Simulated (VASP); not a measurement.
# Hf: relaxation of cell and atoms with PBEsol-based screened hybrid with 25 % exact exchange

The system is Hf.

```
Hf
1.0
     3.19670    0.00000    0.00000
    -1.59835    2.76842    0.00000
     0.00000    0.00000    5.05780
Hf
2
Direct
  0.66667 0.33333 0.75000
  0.33333 0.66667 0.25000
```

```yaml
Program: VASP 6.6.1
Task: relaxation of cell and atoms
Functional: PBEsol-based screened hybrid with 25 % exact exchange
Potentials_or_basis: VASP PAW PBE potentials, release 64 (Hf_pv)
Cutoff: 600 eV
k_mesh: 5 × 5 × 3
Occupations: fermi-dirac, width 0.05 eV
Spin: no spin polarisation
Dipole_correction: no
Grid_for_exact_exchange_PRECFOCK: Normal
Share_of_exact_exchange: 0.25
Further_INCAR_settings: ALGO = Normal; EDIFF = 1e-06; IBRION = 2; EDIFFG = -0.01; NSW = 60; ISIF = 3
Screening_parameter: 0.207 1/Å
```

- Relaxed volume: 21.50 Å³/atom
- Relaxed cell: a = 3.187 Å, b = 3.187 Å, c = 4.888 Å, α = 90.00°, β = 90.00°, γ = 120.00°
- Space group after relaxing (to 0.1 Å): P6_3/mmc (No. 194)
- Energy gained by relaxing: 17.7 meV/atom
- Ionic steps: 7
- Pressure after relaxing: -0.1 GPa
- Band gap on the k mesh: zero (bands 10 and 11 overlap by 1.40 eV)

Step by step:
| step | energy change (eV) | largest force (eV/Å) | pressure (GPa) | volume (Å³) |
| --- | --- | --- | --- | --- |
| 1 | 0.0000 | 0.0000 | -4.49 | 44.76 |
| 2 | 0.0098 | 0.0000 | 6.82 | 40.82 |
| 3 | -0.0302 | 0.0000 | 0.42 | 42.88 |
| 4 | -0.0352 | 0.0000 | 0.12 | 42.94 |
| 5 | -0.0355 | 0.0000 | 0.07 | 42.96 |
| 6 | -0.0355 | 0.0000 | 0.06 | 42.96 |
| 7 | -0.0355 | 0.0000 | -0.06 | 43.00 |

Final structure:
```cif
data_structure
_symmetry_space_group_name_H-M 'P 1'
_symmetry_Int_Tables_number 1
_cell_length_a 3.1875
_cell_length_b 3.1875
_cell_length_c 4.8875
_cell_angle_alpha 90.000
_cell_angle_beta 90.000
_cell_angle_gamma 120.000
_cell_volume 43.00
loop_
_atom_site_label
_atom_site_type_symbol
_atom_site_fract_x
_atom_site_fract_y
_atom_site_fract_z
_atom_site_occupancy
Hf1 Hf 0.66667 0.33333 0.75000 1
Hf2 Hf 0.33333 0.66667 0.25000 1
```

Levels at points of the mesh, in eV from the Fermi level:
```tsv
k point	band 7	band 8	band 9	band 10	band 11	band 12	band 13	band 14
(0.00, 0.00, 0.00)	-8.66	-4.33	0.86	1.41	1.41	2.30	2.57	2.57
```

Run time: 82 min on 1 thread of AMD EPYC 7R13 Processor (Zen 3), with other jobs on the host, peak memory 0.26 GiB.

Caveat: the k points lie up to 0.46 Å⁻¹ apart in the final cell, too coarse for converged energies and pressures of a metal; the PAW data sets were made with another functional, which shifts forces and pressure a little; spin-orbit coupling is left out, which moves the levels of the heavy elements.
